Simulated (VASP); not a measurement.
The system is Se.

```
CELL_PARAMETERS angstrom
-3.18255 3.18255 2.20373
3.18255 -3.18255 2.20373
3.18255 3.18255 -2.20373
ATOMIC_POSITIONS crystal
Se 0.00000 0.00000 0.00000
Se 0.75000 0.25000 0.50000
Se 0.37500 0.62500 0.75000
Se 0.37500 0.12500 0.75000
Se 0.37500 0.62500 0.25000
Se 0.87500 0.62500 0.25000
```

* Program: VASP 6.6.1
* Task: relaxation of cell and atoms
* Functional: PBE
* Potentials or basis: VASP PAW PBE potentials, release 64 (Se)
* Cutoff: 600 eV
* k mesh: 6 × 6 × 6
* Occupations: gaussian, width 0.1 eV
* Spin: no spin polarisation

At the start: pressure 84.0 GPa; volume 14.88 Å³/atom.

Q: How do energy, volume and symmetry change on relaxing?

A: Over 9 steps the energy falls by 1602.9 meV/atom and the volume is 24.14 Å³/atom (+62.2 %); space group I4_1/amd (No. 141, to 0.05 Å).

Step by step:
| step | energy change (eV) | largest force (eV/Å) | pressure (GPa) | volume (Å³) |
| --- | --- | --- | --- | --- |
| 1 | 0.0000 | 0.0000 | 84.01 | 89.28 |
| 2 | -5.1470 | 0.0000 | -9.61 | 232.40 |
| 3 | -9.5706 | 0.0000 | -1.27 | 146.42 |
| 4 | -9.5814 | 0.0000 | -0.57 | 144.71 |
| 5 | -9.5844 | 0.0000 | 0.09 | 143.19 |
| 6 | -9.5908 | 0.0000 | 0.10 | 143.42 |
| 7 | -9.6071 | 0.0000 | 0.11 | 144.08 |
| 8 | -9.6152 | 0.0000 | 0.17 | 145.21 |
| 9 | -9.6174 | 0.0000 | 0.14 | 144.84 |

Final structure:
```cif
data_structure
_symmetry_space_group_name_H-M 'P 1'
_symmetry_Int_Tables_number 1
_cell_length_a 5.9123
_cell_length_b 5.9123
_cell_length_c 5.9123
_cell_angle_alpha 100.649
_cell_angle_beta 100.649
_cell_angle_gamma 129.082
_cell_volume 144.84
loop_
_atom_site_label
_atom_site_type_symbol
_atom_site_fract_x
_atom_site_fract_y
_atom_site_fract_z
_atom_site_occupancy
Se1 Se 0.00000 0.00000 0.00000 1
Se2 Se 0.75000 0.25000 0.50000 1
Se3 Se 0.37500 0.62500 0.75000 1
Se4 Se 0.37500 0.12500 0.75000 1
Se5 Se 0.37500 0.62500 0.25000 1
Se6 Se 0.87500 0.62500 0.25000 1
```

Caveat: the volume moved by over 15 % at a fixed basis, so the end points are rough.
